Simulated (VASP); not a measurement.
Here is a VASP 6.6.1 calculation.

Contents of INCAR:

```
PREC = Accurate
ENCUT = 520
EDIFF = 1E-6
ISMEAR = -1
SIGMA = 0.05
LREAL = F
LASPH = T
NELM = 150
ALGO = Normal
ISIF = 2
LWAVE = F
LCHARG = T
LMAXMIX = 4
LDAU = T
LDAUTYPE = 2
LDAUL = 2 -1
LDAUU = 6 0
LDAUJ = 0 0
LDAUPRINT = 1
GGA = PS
LELF = T
LVHAR = T
NBANDS = 25
```

The input KPOINTS:

```
regular mesh
0
Gamma
  9 9 5
```

File POSCAR:

```
CuO
1.0
    1.9909680000     -2.1535500000      0.0000000000
    1.9909680000      2.1535500000      0.0000000000
    0.0000000000      0.0000000000      5.1559280000
Cu O
2 2
Direct
    0.5000000000      0.0000000000      0.0000000000
    0.0000000000      0.5000000000      0.5000000000
    0.5000000000      0.5000000000      0.2500000000
    0.5000000000      0.5000000000      0.7500000000
```

Potentials or basis: VASP PAW PBE potentials, release 64 (Cu, O).

Launch:

```bash
$ cat potpaw_PBE.64/Cu/POTCAR potpaw_PBE.64/O/POTCAR > POTCAR
$ mpirun -np 1 vasp_std > vasp.out
```

(1) Estimate the pressure.

(2) Estimate the band gap on the k mesh.

Results:

(1) -8.8 GPa.

(2) zero (bands 17 and 18 overlap by 0.94 eV).

Caveat: the cell stands under tension; the PAW data sets were made with another functional, which shifts forces and pressure a little; U without spin polarisation on a metal has little footing.
